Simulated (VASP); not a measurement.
# K (Pm-3m) in VASP: further runs

Runs on K. Level: PBE. Tasks: single point.

All numbers are computed with VASP 6.6.1; they aren't measurements. Logs are shortened: lines on timing, memory, paths and dates and some standing lists are left out, and cuts for length are marked.

### Step 1. The cell of the first run

Symmetry: Pm-3m, No. 221, cubic system. Conventional cell: a = 4.356 Å, b = 4.356 Å, c = 4.356 Å, α = 90.00°, β = 90.00°, γ = 90.00°. K (site symmetry m-3m) has 6 K at 4.36 Å within 5.7 Å.

### Step 2. Single point, PBE

INCAR

```
SYSTEM = K
  PREC = Accurate
  ENCUT = 520
  EDIFF = 1E-7
  ISMEAR = -1
  SIGMA = 0.06122561905347299
  LREAL = .False.
  LASPH = .True.
  NELM = 80
  ALGO = Normal
  ISIF = 2
  LWAVE = .False.
  LCHARG = .False.
  GGA = PE
  NBANDS = 10
```

KPOINTS

```
regular mesh
0
Gamma
  13 13 13
  0 0 0
```

POSCAR

```
K
1.0
    4.3559329130      0.0000000000      0.0000000000
    0.0000000000      4.3559329130      0.0000000000
    0.0000000000      0.0000000000      4.3559329130
K
1
Direct
    0.0000000000      0.0000000000      0.0000000000
```

Potentials or basis: VASP PAW PBE potentials, release 64 (K_sv).

Launch:

```console
$ cat potpaw_PBE.64/K_sv/POTCAR > POTCAR
$ mpirun -np 1 vasp_std > vasp.out
```

OUTCAR:

```text
SYSTEM = K
   PREC = Accurate
   ENCUT = 520
   EDIFF = 1E-7
   ISMEAR = -1
   LREAL = .False.
   LASPH = .True.
   NELM = 80
   ISIF = 2
   GGA = PE

 ion  position               nearest neighbor table
   1  0.000  0.000  0.000-

  LATTYP: Found a simple cubic cell.
 ALAT       =     4.3559329130

  Lattice vectors:

 A1 = (   4.3559329130,   0.0000000000,   0.0000000000)
 A2 = (   0.0000000000,   4.3559329130,   0.0000000000)
 A3 = (   0.0000000000,   0.0000000000,   4.3559329130)

Analysis of symmetry for initial positions (statically):
=====================================================================
 Subroutine PRICEL returns:
 Original cell was already a primitive cell.

 Routine SETGRP: Setting up the symmetry group for a
 simple cubic supercell.

 Subroutine GETGRP returns: Found 48 space group operations
 (whereof 48 operations were pure point group operations)
 out of a pool of 48 trial point group operations.

The static configuration has the point symmetry O_h .

Analysis of symmetry for dynamics (positions and initial velocities):
=====================================================================
 Subroutine PRICEL returns:
 Original cell was already a primitive cell.

 Routine SETGRP: Setting up the symmetry group for a
 simple cubic supercell.

 Subroutine GETGRP returns: Found 48 space group operations
 (whereof 48 operations were pure point group operations)
 out of a pool of 48 trial point group operations.

The dynamic configuration has the point symmetry O_h .

 Subroutine INISYM returns: Found 48 space group operations
 (whereof 48 operations are pure point group operations),
 and found     1 'primitive' translations

----------------------------------------------------------------------------------------

                                     Primitive cell

  volume of cell :      82.6501

  direct lattice vectors                    reciprocal lattice vectors
     4.355932913  0.000000000  0.000000000     0.229571947  0.000000000  0.000000000
     0.000000000  4.355932913  0.000000000     0.000000000  0.229571947  0.000000000
     0.000000000  0.000000000  4.355932913     0.000000000  0.000000000  0.229571947

  length of vectors
     4.355932913  4.355932913  4.355932913     0.229571947  0.229571947  0.229571947

  position of ions in fractional coordinates (direct lattice)
     0.000000000  0.000000000  0.000000000

  ion indices of the primitive-cell ions
   primitive index   ion index
                 1           1

----------------------------------------------------------------------------------------

 KPOINTS: regular mesh

Automatic generation of k-mesh.
 Grid dimensions read from file:
 generate k-points for:   13   13   13

 Generating k-lattice:

  Cartesian coordinates                     Fractional coordinates (reciprocal lattice)
     0.017659381  0.000000000  0.000000000     0.076923077  0.000000000  0.000000000
     0.000000000  0.017659381  0.000000000     0.000000000  0.076923077  0.000000000
     0.000000000  0.000000000  0.017659381     0.000000000  0.000000000  0.076923077

  Length of vectors
     0.017659381  0.017659381  0.017659381

  Shift w.r.t. Gamma in fractional coordinates (k-lattice)
     0.000000000  0.000000000  0.000000000

 Subroutine IBZKPT returns following result:
 ===========================================

 Found     84 irreducible k-points:

 Following reciprocal coordinates:
            Coordinates               Weight
  0.000000  0.000000  0.000000      1.000000
  0.076923  0.000000  0.000000      6.000000
  0.153846  0.000000  0.000000      6.000000
  0.230769  0.000000  0.000000      6.000000
  0.307692  0.000000  0.000000      6.000000
  0.384615  0.000000  0.000000      6.000000
[... 16 lines left out ...]
  0.307692  0.307692  0.000000     12.000000
  0.384615  0.307692  0.000000     24.000000
 [... further k-points ...]
   k-points           NKPTS =     84   k-points in BZ     NKDIM =     84   number of bands    NBANDS=     10
   number of dos      NEDOS =    301   number of ions     NIONS =      1
   total plane-waves  NPLWV =  32768
   dimension x,y,z NGX =    32 NGY =   32 NGZ =   32
   dimension x,y,z NGXF=    64 NGYF=   64 NGZF=   64
   ions per type =               1
   NGX,Y,Z   is equivalent  to a cutoff of  12.21, 12.21, 12.21 a.u.
   NGXF,Y,Z  is equivalent  to a cutoff of  24.43, 24.43, 24.43 a.u.
 SYSTEM =  K
   PREC   = accura    normal or accurate (medium, high low for compatibility)
   ISTART =      0    job   : 0-new  1-cont  2-samecut
   ICHARG =      2    charge: 1-file 2-atom 10-const
   ISPIN  =      1    spin polarized calculation?
   LNONCOLLINEAR =      F non collinear calculations
   LSORBIT =      F    spin-orbit coupling
   LASPH  =      T    aspherical Exc in radial PAW
   ENCUT  =  520.0 eV  38.22 Ry    6.18 a.u.   8.10  8.10  8.10*2*pi/ulx,y,z
   NELM   =     80;   NELMIN=  2; NELMDL= -5     # of ELM steps
   EDIFF  = 0.1E-06   stopping-criterion for ELM
   LREAL  =      F    real-space projection
   EDIFFG = 0.1E-05   stopping-criterion for IOM
   NSW    =      0    number of steps for IOM
   IBRION =     -1    ionic relax: 0-MD 1-quasi-New 2-CG
   NFREE  =      0    steps in history (QN), initial steepest desc. (CG)
   ISIF   =      2    stress and relaxation
   ISYM   =      2    0-nonsym 1-usesym 2-fastsym
   POTIM  = 0.5000    time-step for ionic-motion
   TEBEG  =    0.0;   TEEND  =   0.0 temperature during run
   PSTRESS=    0.0 pullay stress
   NELECT =       9.0000    total number of electrons
   NUPDOWN=      -1.0000    fix difference up-down
   EMIN   =  10.00;   EMAX   =-10.00  energy-range for DOS
   EFERMI =   0.00;   METHOD = LEGACY
   ISMEAR =    -1;   SIGMA  =   0.06  broadening in eV -4-tet -1-fermi 0-gaus
   EFERMI_NEDOS =   21; number of points for ismear=-14 and -15
   IALGO  =     38    algorithm
   IMIX   =      4    mixing-type and parameters
     AMIX     =   0.40;   BMIX     =  1.00
     AMIX_MAG =   1.60;   BMIX_MAG =  1.00
  volume/ion in A,a.u.               =      82.65       557.75
  Fermi-wavevector in a.u.,A,eV,Ry     =   0.781762  1.477316  8.315223  0.611152
  Thomas-Fermi vector in A             =   1.885346
   LORBIT       =      0    0 simple, 1 ext, 2 COOP (PROOUT), +10 PAW based schemes
   GGA     = PE    functional components
   LHFCALC =     F    Hartree Fock is set to
   AEXX    =    0.0000 exact exchange contribution
   IVDW    =     0    specifies the selected vdW correction
   LEPSILON=     F    determine dielectric tensor
   LRPA    =     F    only Hartree local field effects (RPA)
 non-spin polarized calculation
  energy-cutoff  :      520.00
  volume of cell :       82.65
 maximum number of plane-waves:      2260
   NGX = 17   NGY = 17   NGZ = 17

 number of electron       9.0000003 magnetization

 Free energy of the ion-electron system (eV)
  ---------------------------------------------------
  ext. energy  EPLUGINS =         0.00000000
  ---------------------------------------------------
  free energy    TOTEN  =        -0.94612583 eV

  energy without entropy =       -0.93559708  energy(sigma->0) =       -0.94086146

 E-fermi :  -0.3301     XC(G=0):  -5.3671

 val. band max:       -0.3757346859   @ k =   0.4615   0.1538   0.0000
 cond. band min:      -0.3272725810   @ k =   0.4615   0.1538   0.0769
 fundamental gap:      0.0484621049
 Fermi energy:        -0.3300713734

 k-point     1 :       0.0000    0.0000    0.0000
  band No.  band energies     occupation
      1     -32.6892      2.00000
      2     -16.1335      2.00000
      3     -16.1335      2.00000
      4     -16.1335      2.00000
      5      -2.3394      2.00000
      6       2.5500      0.00000
      7       2.5500      0.00000
      8       5.7354      0.00000
      9       5.7356      0.00000
     10       5.7361      0.00000

 k-point     2 :       0.0769    0.0000    0.0000
  band No.  band energies     occupation
      1     -32.6890      2.00000
      2     -16.1379      2.00000
      3     -16.1332      2.00000
      4     -16.1332      2.00000
      5      -2.2860      2.00000
      6       2.4911      0.00000
      7       2.5771      0.00000
      8       5.4006      0.00000
      9       5.4006      0.00000
     10       5.6066      0.00000

 k-point     3 :       0.1538    0.0000    0.0000
  band No.  band energies     occupation
      1     -32.6884      2.00000
      2     -16.1498      2.00000
      3     -16.1322      2.00000
      4     -16.1322      2.00000
      5      -2.1273      2.00000
      6       2.2752      0.00000
      7       2.6554      0.00000
      8       5.0532      0.00000
      9       5.0532      0.00000
     10       5.2831      0.00000

 k-point     4 :       0.2308    0.0000    0.0000
  band No.  band energies     occupation
      1     -32.6876      2.00000
      2     -16.1667      2.00000
      3     -16.1308      2.00000
      4     -16.1308      2.00000
      5      -1.8678      2.00000
      6       1.8565      0.00000
      7       2.7749      0.00000
      8       4.7563      0.00000
      9       4.7563      0.00000
     10       5.2190      0.00000

 k-point     5 :       0.3077    0.0000    0.0000
  band No.  band energies     occupation
      1     -32.6868      2.00000
      2     -16.1844      2.00000
      3     -16.1293      2.00000
      4     -16.1293      2.00000
      5      -1.5144      2.00000
      6       1.2866      0.00000
      7       2.9163      0.00000
      8       4.5225      0.00000
      9       4.5225      0.00000
     10       5.4353      0.00000

 k-point     6 :       0.3846    0.0000    0.0000
  band No.  band energies     occupation
      1     -32.6861      2.00000
      2     -16.1991      2.00000
      3     -16.1280      2.00000
      4     -16.1280      2.00000
      5      -1.0766      1.99999
      6       0.6602      0.00000
      7       3.0486      0.00000
      8       4.3613      0.00000
      9       4.3613      0.00000
     10       5.8306      0.00000

 k-point     7 :       0.4615    0.0000    0.0000
  band No.  band energies     occupation
      1     -32.6857      2.00000
      2     -16.2073      2.00000
      3     -16.1273      2.00000
      4     -16.1273      2.00000
      5      -0.5750      1.96403
      6       0.0533      0.00381
      7       3.1311      0.00000
      8       4.2792      0.00000
      9       4.2792      0.00000
     10       5.8750      0.00000

 k-point     8 :       0.0769    0.0769    0.0000
  band No.  band energies     occupation
      1     -32.6888      2.00000
      2     -16.1377      2.00000
      3     -16.1373      2.00000
      4     -16.1328      2.00000
      5      -2.2327      2.00000
      6       2.4851      0.00000
      7       2.5578      0.00000
      8       5.0410      0.00000
      9       5.2972      0.00000
     10       5.6650      0.00000

 k-point     9 :       0.1538    0.0769    0.0000
  band No.  band energies     occupation
      1     -32.6882      2.00000
      2     -16.1495      2.00000
      3     -16.1365      2.00000
      4     -16.1318      2.00000
      5      -2.0746      2.00000
      6       2.3009      0.00000
      7       2.6189      0.00000
      8       4.6761      0.00000
      9       5.0365      0.00000
     10       5.6351      0.00000
[... 118 lines left out ...]
 k-point    19 :       0.2308    0.2308    0.0000
  band No.  band energies     occupation
      1     -32.6861      2.00000
      2     -16.1642      2.00000
      3     -16.1625      2.00000
      4     -16.1280      2.00000
      5      -1.4097      2.00000
      6       2.1326      0.00000
      7       2.2259      0.00000
      8       3.8519      0.00000
      9       4.7483      0.00000
     10       5.2218      0.00000

 k-point    20 :       0.3077    0.2308    0.0000
  band No.  band energies     occupation
      1     -32.6852      2.00000
      2     -16.1808      2.00000
      3     -16.1615      2.00000
      4     -16.1265      2.00000
      5      -1.0670      1.99999
      6       1.6249      0.00000
      7       2.3999      0.00000
      8       3.7139      0.00000
      9       4.6404      0.00000
     10       5.1651      0.00000

 k-point    21 :       0.3846    0.2308    0.0000
  band No.  band energies     occupation
      1     -32.6845      2.00000
      2     -16.1952      2.00000
      3     -16.1600      2.00000
      4     -16.1253      2.00000
      5      -0.6420      1.98781
      6       1.0139      0.00000
      7       2.6657      0.00000
      8       3.5221      0.00000
      9       4.5186      0.00000
     10       5.1838      0.00000

 k-point    22 :       0.4615    0.2308    0.0000
  band No.  band energies     occupation
      1     -32.6841      2.00000
      2     -16.2033      2.00000
      3     -16.1592      2.00000
      4     -16.1246      2.00000
      5      -0.1445      0.09214
      6       0.4134      0.00001
      7       2.9571      0.00000
      8       3.2593      0.00000
      9       4.4475      0.00000
     10       5.2067      0.00000

 k-point    23 :       0.3077    0.3077    0.0000
  band No.  band energies     occupation
      1     -32.6844      2.00000
      2     -16.1796      2.00000
      3     -16.1781      2.00000
      4     -16.1251      2.00000
      5      -0.7344      1.99730
      6       1.7865      0.00000
      7       1.9597      0.00000
      8       3.5266      0.00000
      9       4.6652      0.00000
     10       4.9842      0.00000

 k-point    24 :       0.3846    0.3077    0.0000
  band No.  band energies     occupation
      1     -32.6837      2.00000
      2     -16.1931      2.00000
      3     -16.1772      2.00000
      4     -16.1239      2.00000
      5      -0.3248      0.95688
      6       1.2672      0.00000
      7       2.1994      0.00000
      8       3.2711      0.00000
      9       4.6081      0.00000
     10       4.9463      0.00000

 [... further k-points ...]
[... 5 lines left out ...]
  --------------------------------------------------------------------------------------
  -------------------------------------------------------------------------------------
  Total       -0.0585238     -0.0585238     -0.0585238     -0.0000000      0.0000000     -0.0000000
  in kB       -1.1344873     -1.1344873     -1.1344873     -0.0000000      0.0000000     -0.0000000
  external PRESSURE =      -1.1344873 kB  Pullay stress =       0.0000000 kB

 VOLUME and BASIS-vectors are now :
 -----------------------------------------------------------------------------
  energy-cutoff  :      520.00
  volume of cell :       82.65
      direct lattice vectors                 reciprocal lattice vectors
     4.355932913  0.000000000  0.000000000     0.229571947  0.000000000  0.000000000
     0.000000000  4.355932913  0.000000000     0.000000000  0.229571947  0.000000000
     0.000000000  0.000000000  4.355932913     0.000000000  0.000000000  0.229571947

 POSITION                                       TOTAL-FORCE (eV/Angst)
 -----------------------------------------------------------------------------------
      0.00000      0.00000      0.00000         0.000000      0.000000      0.000000
 -----------------------------------------------------------------------------------
    total drift:                                0.000000      0.000000      0.000000

  FREE ENERGIE OF THE ION-ELECTRON SYSTEM (eV)
  ---------------------------------------------------
  free  energy   TOTEN  =        -0.9461258324 eV

  energy  without entropy=       -0.9355970777  energy(sigma->0) =       -0.94086146
```

It took 14 s on 1 thread of Intel Xeon 6975P-C (Granite Rapids), shared host; peak memory 0.2 GiB.

Results:

* Free energy: -0.9461 eV
* Pressure: -0.1 GPa

### Step 3. Single point, PBE

INCAR

```
PREC     = Accurate       # precision mode
ENCUT    = 520            # plane-wave cutoff, eV
EDIFF    = 1E-6           # SCF threshold, eV
ISMEAR   = -1             # smearing method
SIGMA    = 0.06122561905347299 # smearing width, eV
LREAL    = False          # projectors in reciprocal space
LASPH    = True           # aspherical terms in the spheres
NELM     = 60             # most SCF steps
ALGO     = Normal         # electronic algorithm
ISIF     = 2              # what is computed and relaxed
LWAVE    = False          # write WAVECAR
LCHARG   = True           # write CHGCAR
GGA      = PE             # functional
LELF     = True           # ELF
LVHAR    = True         
NBANDS   = 10             # bands
```

KPOINTS

```
regular mesh
0
Gamma
  13 13 13
```

POSCAR is that of step 2.

Potentials or basis: VASP PAW PBE potentials, release 64 (K_sv).

Launch:

```console
$ cat potpaw_PBE.64/K_sv/POTCAR > POTCAR
$ mpirun -np 1 vasp_std > vasp.out
```

Run time: 13 s. Hardware: 1 thread of Intel Xeon 6975P-C (Granite Rapids), shared host; peak memory 0.2 GiB.

The run converged. Its results:

```
Free energy : -0.9461 eV
Pressure    : -0.1 GPa
```

Levels at points of the mesh, in eV from the Fermi level:
| k point | band 1 | band 2 | band 3 | band 4 | band 5 | band 6 | band 7 | band 8 | band 9 | band 10 |
| --- | --- | --- | --- | --- | --- | --- | --- | --- | --- | --- |
| (0.00, 0.00, 0.00) | -32.36 | -15.80 | -15.80 | -15.80 | -2.01 | 2.88 | 2.88 | 6.07 | 6.07 | 6.07 |

### Step 4. Single point, PBE

This run uses another cell than the first one, of 74.70 Å³/atom, 0.904 times its volume.

INCAR

```
ALGO = Normal ; EDIFF = 1E-6
ENCUT = 520 ; GGA = PE
ISIF = 2 ; ISMEAR = -1
LASPH = True ; LCHARG = True
LELF = True ; LREAL = False
LVHAR = True ; LWAVE = False
NBANDS = 10 ; NELM = 60
PREC = Accurate ; SIGMA = 0.06122561905347299
```

KPOINTS

```
k-points
0
Gamma
  25 25 25
```

POSCAR

```
K
1.0
    4.2115893669      0.0000000000      0.0000000000
    0.0000000000      4.2115893669      0.0000000000
    0.0000000000      0.0000000000      4.2115893669
K
1
Direct
    0.0000000000      0.0000000000      0.0000000000
```

Launch:

```console
$ cat potpaw_PBE.64/K_sv/POTCAR > POTCAR
$ mpirun -np 1 vasp_std > vasp.out
```

Wall time 2 min (1 thread of Intel Xeon 6975P-C, shared host); peak memory 0.41 GiB.

Results (log left out):

* Free energy: -0.9448 eV
* Pressure: 0.2 GPa

Levels at points of the mesh, in eV from the Fermi level:
```csv
k point,band 3,band 4,band 5,band 6,band 7,band 8
"(0.00, 0.00, 0.00)",-15.76,-15.76,-2.15,2.90,2.90,6.28
```

(Part 1 of 2 ends here.)
